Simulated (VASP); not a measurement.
# Al in VASP: a series of runs, part 2 of 3

VASP 6.6.1. Earlier steps stand in the parts before.

### Step 3. Single point, r2SCAN (strain -0.015 along x and y, -0.015 along z)

Input file POSCAR:

```
Al
1.0
    0.0000000000      1.9936203000      1.9936203000
    1.9936203000      0.0000000000      1.9936203000
    1.9936203000      1.9936203000      0.0000000000
Al
1
Direct
    0.0000000000      0.0000000000      0.0000000000
```

Input file INCAR.step1:

```
PREC     = Accurate       # precision mode
ENCUT    = 520            # plane-wave cutoff, eV
ISMEAR   = 0              # smearing method
SIGMA    = 0.15           # smearing width, eV
LREAL    = False          # projectors in reciprocal space
LASPH    = True           # aspherical terms in the spheres
NELM     = 80             # most SCF steps
NBANDS   = 8              # bands
GGA      = PE             # functional
ALGO     = Normal         # electronic algorithm
EDIFF    = 1E-4           # SCF threshold, eV
LWAVE    = True           # write WAVECAR
LCHARG   = False          # write CHGCAR
```

Input file INCAR.step2:

```
PREC     = Accurate       # precision mode
ENCUT    = 520            # plane-wave cutoff, eV
EDIFF    = 1E-7           # SCF threshold, eV
ISMEAR   = 0              # smearing method
SIGMA    = 0.15           # smearing width, eV
LREAL    = False          # projectors in reciprocal space
LASPH    = True           # aspherical terms in the spheres
NELM     = 80             # most SCF steps
ALGO     = Normal         # electronic algorithm
ISIF     = 2              # what is computed and relaxed
LWAVE    = False          # write WAVECAR
LCHARG   = False          # write CHGCAR
METAGGA  = R2SCAN         # meta-GGA
LMIXTAU  = True         
NBANDS   = 8              # bands
ISTART   = 1
```

Input file KPOINTS:

```
Automatic mesh
0
Gamma
  20 20 20
```

Potentials or basis: VASP PAW PBE potentials, release 64 (Al).

The run is started by

```
$ cat potpaw_PBE.64/Al/POTCAR > POTCAR
$ cp INCAR.step1 INCAR
$ mpirun -np 1 vasp_std > vasp.out
$ cp INCAR.step2 INCAR
$ mpirun -np 1 vasp_std > vasp.out
```

OUTCAR:

```text
PREC = Accurate
   ENCUT = 520
   EDIFF = 1E-7
   ISMEAR = 0
   LREAL = False
   LASPH = True
   NELM = 80
   ISIF = 2
   METAGGA = R2SCAN
   ISTART = 1

 ion  position               nearest neighbor table
   1  0.000  0.000  0.000-

  LATTYP: Found a face centered cubic cell.
 ALAT       =     3.9872406000

  Lattice vectors:

 A1 = (   0.0000000000,   1.9936203000,   1.9936203000)
 A2 = (   1.9936203000,   0.0000000000,   1.9936203000)
 A3 = (   1.9936203000,   1.9936203000,   0.0000000000)

Analysis of symmetry for initial positions (statically):
=====================================================================
 Subroutine PRICEL returns:
 Original cell was already a primitive cell.

 Routine SETGRP: Setting up the symmetry group for a
 face centered cubic supercell.

 Subroutine GETGRP returns: Found 48 space group operations
 (whereof 48 operations were pure point group operations)
 out of a pool of 48 trial point group operations.

The static configuration has the point symmetry O_h .

Analysis of symmetry for dynamics (positions and initial velocities):
=====================================================================
 Subroutine PRICEL returns:
 Original cell was already a primitive cell.

 Routine SETGRP: Setting up the symmetry group for a
 face centered cubic supercell.

 Subroutine GETGRP returns: Found 48 space group operations
 (whereof 48 operations were pure point group operations)
 out of a pool of 48 trial point group operations.

The dynamic configuration has the point symmetry O_h .

 Subroutine INISYM returns: Found 48 space group operations
 (whereof 48 operations are pure point group operations),
 and found     1 'primitive' translations

----------------------------------------------------------------------------------------

                                     Primitive cell

  volume of cell :      15.8474

  direct lattice vectors                    reciprocal lattice vectors
     0.000000000  1.993620300  1.993620300    -0.250800014  0.250800014  0.250800014
     1.993620300  0.000000000  1.993620300     0.250800014 -0.250800014  0.250800014
     1.993620300  1.993620300  0.000000000     0.250800014  0.250800014 -0.250800014

  length of vectors
     2.819404866  2.819404866  2.819404866     0.434398368  0.434398368  0.434398368

  position of ions in fractional coordinates (direct lattice)
     0.000000000  0.000000000  0.000000000

  ion indices of the primitive-cell ions
   primitive index   ion index
                 1           1

----------------------------------------------------------------------------------------

 KPOINTS: Automatic mesh

Automatic generation of k-mesh.
 Grid dimensions read from file:
 generate k-points for:   20   20   20

 Generating k-lattice:

  Cartesian coordinates                     Fractional coordinates (reciprocal lattice)
    -0.012540001  0.012540001  0.012540001     0.050000000  0.000000000  0.000000000
     0.012540001 -0.012540001  0.012540001     0.000000000  0.050000000  0.000000000
     0.012540001  0.012540001 -0.012540001     0.000000000  0.000000000  0.050000000

  Length of vectors
     0.021719918  0.021719918  0.021719918

  Shift w.r.t. Gamma in fractional coordinates (k-lattice)
     0.000000000  0.000000000  0.000000000

 Subroutine IBZKPT returns following result:
 ===========================================

 Found    256 irreducible k-points:

 Following reciprocal coordinates:
            Coordinates               Weight
  0.000000  0.000000  0.000000      1.000000
  0.050000  0.000000  0.000000      8.000000
  0.100000  0.000000  0.000000      8.000000
  0.150000  0.000000  0.000000      8.000000
  0.200000  0.000000  0.000000      8.000000
  0.250000  0.000000  0.000000      8.000000
[... 16 lines left out ...]
 -0.400000  0.050000  0.000000     24.000000
 -0.350000  0.050000  0.000000     24.000000
 [... further k-points ...]
   k-points           NKPTS =    256   k-points in BZ     NKDIM =    256   number of bands    NBANDS=      8
   number of dos      NEDOS =    301   number of ions     NIONS =      1
   total plane-waves  NPLWV =  13824
   dimension x,y,z NGX =    24 NGY =   24 NGZ =   24
   dimension x,y,z NGXF=    48 NGYF=   48 NGZF=   48
   ions per type =               1
   NGX,Y,Z   is equivalent  to a cutoff of  14.15, 14.15, 14.15 a.u.
   NGXF,Y,Z  is equivalent  to a cutoff of  28.30, 28.30, 28.30 a.u.
 SYSTEM =  unknown system
   PREC   = accura    normal or accurate (medium, high low for compatibility)
   ISTART =      1    job   : 0-new  1-cont  2-samecut
   ICHARG =      0    charge: 1-file 2-atom 10-const
   ISPIN  =      1    spin polarized calculation?
   LNONCOLLINEAR =      F non collinear calculations
   LSORBIT =      F    spin-orbit coupling
   LASPH  =      T    aspherical Exc in radial PAW
   ENCUT  =  520.0 eV  38.22 Ry    6.18 a.u.   5.24  5.24  5.24*2*pi/ulx,y,z
   NELM   =     80;   NELMIN=  2; NELMDL=  0     # of ELM steps
   EDIFF  = 0.1E-06   stopping-criterion for ELM
   LREAL  =      F    real-space projection
   EDIFFG = 0.1E-05   stopping-criterion for IOM
   NSW    =      0    number of steps for IOM
   IBRION =     -1    ionic relax: 0-MD 1-quasi-New 2-CG
   NFREE  =      0    steps in history (QN), initial steepest desc. (CG)
   ISIF   =      2    stress and relaxation
   ISYM   =      2    0-nonsym 1-usesym 2-fastsym
   POTIM  = 0.5000    time-step for ionic-motion
   TEBEG  =    0.0;   TEEND  =   0.0 temperature during run
   PSTRESS=    0.0 pullay stress
   NELECT =       3.0000    total number of electrons
   NUPDOWN=      -1.0000    fix difference up-down
   EMIN   =  10.00;   EMAX   =-10.00  energy-range for DOS
   EFERMI =   0.00;   METHOD = LEGACY
   ISMEAR =     0;   SIGMA  =   0.15  broadening in eV -4-tet -1-fermi 0-gaus
   EFERMI_NEDOS =   21; number of points for ismear=-14 and -15
   IALGO  =     38    algorithm
   IMIX   =      4    mixing-type and parameters
     AMIX     =   0.40;   BMIX     =  1.00
     AMIX_MAG =   1.60;   BMIX_MAG =  1.00
  volume/ion in A,a.u.               =      15.85       106.94
  Fermi-wavevector in a.u.,A,eV,Ry     =   0.940003  1.776349 12.022197  0.883607
  Thomas-Fermi vector in A             =   2.067372
   LORBIT       =      0    0 simple, 1 ext, 2 COOP (PROOUT), +10 PAW based schemes
   METAGGA = R2SCAN    functional components
   LHFCALC =     F    Hartree Fock is set to
   AEXX    =    0.0000 exact exchange contribution
   IVDW    =     0    specifies the selected vdW correction
   LEPSILON=     F    determine dielectric tensor
   LRPA    =     F    only Hartree local field effects (RPA)
 non-spin polarized calculation
 Gauss-broadening in eV      SIGMA  =   0.15
  energy-cutoff  :      520.00
  volume of cell :       15.85
 maximum number of plane-waves:       444
 NGX is ok and might be reduce to    24
   NGX = 11   NGY = 11   NGZ = 11

 number of electron       3.0000000 magnetization

 Free energy of the ion-electron system (eV)
  ---------------------------------------------------
  ext. energy  EPLUGINS =         0.00000000
  ---------------------------------------------------
  free energy    TOTEN  =        -6.74053008 eV

  energy without entropy =       -6.73652644  energy(sigma->0) =       -6.73852826

 E-fermi :   8.4871     XC(G=0): -11.0578

 val. band max:        8.4446939814   @ k =  -0.4500   0.4500   0.1000
 cond. band min:       8.4920742844   @ k =  -0.3000   0.2500   0.0000
 fundamental gap:      0.0473803030
 Fermi energy:         8.4870621662

 k-point     1 :       0.0000    0.0000    0.0000
  band No.  band energies     occupation
      1      -3.6846      2.00000
      2      21.9967      0.00000
      3      21.9967      0.00000
      4      21.9967      0.00000
      5      24.2293      0.00000
      6      24.2293      0.00000
      7      24.2293      0.00000
      8      26.0996      0.00000
[... 243 lines left out ...]
 k-point    24 :      -0.3500    0.0500    0.0000
  band No.  band energies     occupation
      1       0.3115      2.00000
      2       7.8610      2.00000
      3      18.6448      0.00000
      4      21.2790      0.00000
      5      21.6433      0.00000
      6      22.9774      0.00000
      7      24.7675      0.00000
      8      27.5883      0.00000

 [... further k-points ...]

------------------------ aborting loop because EDIFF is reached ----------------------------------------

  FORCE on cell =-STRESS in cart. coord.  units (eV):
  Direction    XX          YY          ZZ          XY          YZ          ZX
  --------------------------------------------------------------------------------------
  -------------------------------------------------------------------------------------
  Total        0.0022634      0.0022634      0.0022634     -0.0000000      0.0000000      0.0000000
  in kB        0.2288319      0.2288319      0.2288319     -0.0000000      0.0000000      0.0000000
  external PRESSURE =       0.2288319 kB  Pullay stress =       0.0000000 kB

 VOLUME and BASIS-vectors are now :
 -----------------------------------------------------------------------------
  energy-cutoff  :      520.00
  volume of cell :       15.85
      direct lattice vectors                 reciprocal lattice vectors
     0.000000000  1.993620300  1.993620300    -0.250800014  0.250800014  0.250800014
     1.993620300  0.000000000  1.993620300     0.250800014 -0.250800014  0.250800014
     1.993620300  1.993620300  0.000000000     0.250800014  0.250800014 -0.250800014

 POSITION                                       TOTAL-FORCE (eV/Angst)
 -----------------------------------------------------------------------------------
      0.00000      0.00000      0.00000         0.000000      0.000000      0.000000
 -----------------------------------------------------------------------------------
    total drift:                               -0.000000      0.000000      0.000000

  FREE ENERGIE OF THE ION-ELECTRON SYSTEM (eV)
  ---------------------------------------------------
  free  energy   TOTEN  =        -6.7405300836 eV

  energy  without entropy=       -6.7365264362  energy(sigma->0) =       -6.73852826
```

Wall time 83 s (1 thread of Intel Xeon Platinum 8259CL at 2.50GHz (Skylake/Cascade Lake), shared host); peak memory 0.15 GiB.

What came out:

| Item | Value |
| --- | --- |
| Free energy | -6.7405 eV |
| Pressure | 0.0 GPa |
| Band gap on the k mesh | zero (an odd number of electrons rules out a gap without spin polarisation) |

Caveat: the cell differs from its parent crystal (strain -0.015 along x and y, -0.015 along z); the PAW data sets were made with another functional, which shifts forces and pressure a little.

### Step 4. Single point, r2SCAN (strain +0.015 along x and y, +0.015 along z)

Input file POSCAR:

```
Al
1.0
    0.0000000000      2.0543397000      2.0543397000
    2.0543397000      0.0000000000      2.0543397000
    2.0543397000      2.0543397000      0.0000000000
Al
1
Direct
    0.0000000000      0.0000000000      0.0000000000
```

Input file INCAR.step1:

```
ALGO = Normal
EDIFF = 1E-4
ENCUT = 520
GGA = PE
ISMEAR = 0
LASPH = T
LCHARG = F
LREAL = F
LWAVE = T
NBANDS = 8
NELM = 80
PREC = Accurate
SIGMA = 0.15
```

Input file INCAR.step2:

```
ALGO = Normal
EDIFF = 1E-6
ENCUT = 520
ISIF = 2
ISMEAR = 0
ISTART = 1
LASPH = T
LCHARG = T
LELF = T
LMIXTAU = T
LREAL = F
LVHAR = T
LWAVE = F
METAGGA = R2SCAN
NBANDS = 8
NELM = 80
PREC = Accurate
SIGMA = 0.15
```

Input file KPOINTS:

```
k-points
0
Gamma
  20 20 20
```

The run is started by

```
$ cat potpaw_PBE.64/Al/POTCAR > POTCAR
$ cp INCAR.step1 INCAR
$ mpirun -np 1 vasp_std > vasp.out
$ cp INCAR.step2 INCAR
$ mpirun -np 1 vasp_std > vasp.out
```

It took 74 s on 1 thread of Intel Xeon Platinum 8259CL at 2.50GHz (Skylake/Cascade Lake), shared host; peak memory 0.16 GiB.

The run converged. Its results:

```yaml
Free_energy: -6.7059 eV
Pressure: -6.8 GPa
Band_gap_on_the_k_mesh: zero (an odd number of electrons rules out a gap without spin polarisation)
```

Levels at points of the mesh, in eV from the Fermi level:
```
           k point  band 1  band 2  band 3  band 4  band 5  band 6
(0.00, 0.00, 0.00)  -11.54   13.00   13.00   13.00   14.50   14.50
(0.50, 0.00, 0.00)   -4.85   -4.52   11.72   11.72   11.80   11.80
(0.50, 0.50, 0.00)   -3.09   -1.68    5.40    5.71    5.71    9.36
```

Caveat: the cell differs from its parent crystal (strain +0.015 along x and y, +0.015 along z); the cell stands under tension; the PAW data sets were made with another functional, which shifts forces and pressure a little.

### Step 5. Single point, r2SCAN (strain +0.030 along x and y, +0.030 along z)

Input file POSCAR:

```
Al
1.0
    0.0000000000      2.0846994000      2.0846994000
    2.0846994000      0.0000000000      2.0846994000
    2.0846994000      2.0846994000      0.0000000000
Al
1
Direct
    0.0000000000      0.0000000000      0.0000000000
```

Input file INCAR.step1:

```
SYSTEM = Al
PREC = Accurate ; ENCUT = 520
ISMEAR = 0 ; SIGMA = 0.15
LREAL = .False. ; LASPH = .True.
NELM = 100 ; NBANDS = 8
GGA = PE ; ALGO = Normal
EDIFF = 1E-4 ; LWAVE = .True.
LCHARG = .False.
```

Input file INCAR.step2:

```
SYSTEM = Al
PREC = Accurate ; ENCUT = 520
EDIFF = 1E-7 ; ISMEAR = 0
SIGMA = 0.15 ; LREAL = .False.
LASPH = .True. ; NELM = 100
ALGO = Normal ; ISIF = 2
LWAVE = .False. ; LCHARG = .False.
METAGGA = R2SCAN ; LMIXTAU = .True.
NBANDS = 8 ; ISTART = 1
```

Input file KPOINTS:

```
regular mesh
0
Gamma
  20 20 20
  0 0 0
```

The run is started by

```
$ cat potpaw_PBE.64/Al/POTCAR > POTCAR
$ cp INCAR.step1 INCAR
$ mpirun -np 1 vasp_std > vasp.out
$ cp INCAR.step2 INCAR
$ mpirun -np 1 vasp_std > vasp.out
```

It took 88 s on 1 thread of Intel Xeon Platinum 8259CL at 2.50GHz (Skylake/Cascade Lake), shared host; peak memory 0.16 GiB.

It converged, with:

```yaml
Free_energy: -6.6670 eV
Pressure: -9.1 GPa
Band_gap_on_the_k_mesh: zero (an odd number of electrons rules out a gap without spin polarisation)
```

Levels at points of the mesh, in eV from the Fermi level:
```
           k point  band 1  band 2  band 3  band 4  band 5  band 6
(0.00, 0.00, 0.00)  -11.24   12.77   12.77   12.77   13.92   13.92
(0.50, 0.00, 0.00)   -4.66   -4.46   11.26   11.26   11.61   11.61
(0.50, 0.50, 0.00)   -2.98   -1.67    5.40    5.51    5.51    8.97
```

Caveat: the cell differs from its parent crystal (strain +0.030 along x and y, +0.030 along z); the cell stands under tension; the PAW data sets were made with another functional, which shifts forces and pressure a little.

(Part 2 of 3 ends here.)
